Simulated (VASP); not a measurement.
Runs of VASP 6.6.1 on Re. The structure is that of space group P6_3/mmc (No. 194), or close to it. The cells are those of the table. 

```tsv
task	spin	cell	gap on the mesh (eV)	pressure (GPa)
single point	off	a = 2.753, b = 2.753, c = 8.874 Å, angles 90.0, 90.0, 120.0°, 4 atoms	none	(a)
single point	non-collinear, zero start, SOC	a = 2.777, b = 2.777, c = 8.951 Å, angles 90.0, 90.0, 120.0°, 4 atoms	-	0.3
single point	off	a = 2.772, b = 2.772, c = 8.935 Å, angles 90.0, 90.0, 120.0°, 4 atoms	none	1.7
relaxation of cell and atoms	off	relaxed from a = 2.766, b = 2.766, c = 8.939 Å, angles 90.0, 90.0, 120.0°, 4 atoms	-	0.0
single point	off	a = 2.782, b = 2.782, c = 8.967 Å, angles 90.0, 90.0, 120.0°, 4 atoms	none	(b)
single point	off	a = 2.764, b = 2.764, c = 8.911 Å, angles 90.0, 90.0, 120.0°, 4 atoms	none	4.8
single point	off	a = 2.695, b = 2.695, c = 8.688 Å, angles 90.0, 90.0, 120.0°, 4 atoms	none	40.4
single point	off	a = 2.732, b = 2.732, c = 8.806 Å, angles 90.0, 90.0, 120.0°, 4 atoms	none	20.0
```

Alike in all rows: level PBE; potentials or basis VASP PAW PBE potentials, release 64 (Re); k mesh 18 × 18 × 6; cutoff (eV) 600; smearing gaussian 0.1 eV.

Task: Fill in the values left out.

Result: (a) 9.8; (b) -2.4.

Caveats: spin-orbit coupling is left out, which moves the levels of the heavy elements (at least some runs); the cell stands under pressure (at least some runs); the highest band is partly filled, so the run has too few bands (at least some runs).

A k mesh can miss the band edges, and rows without SOC leave out spin-orbit coupling on Re.

A gap of «none» marks levels without a gap at the run's occupations.
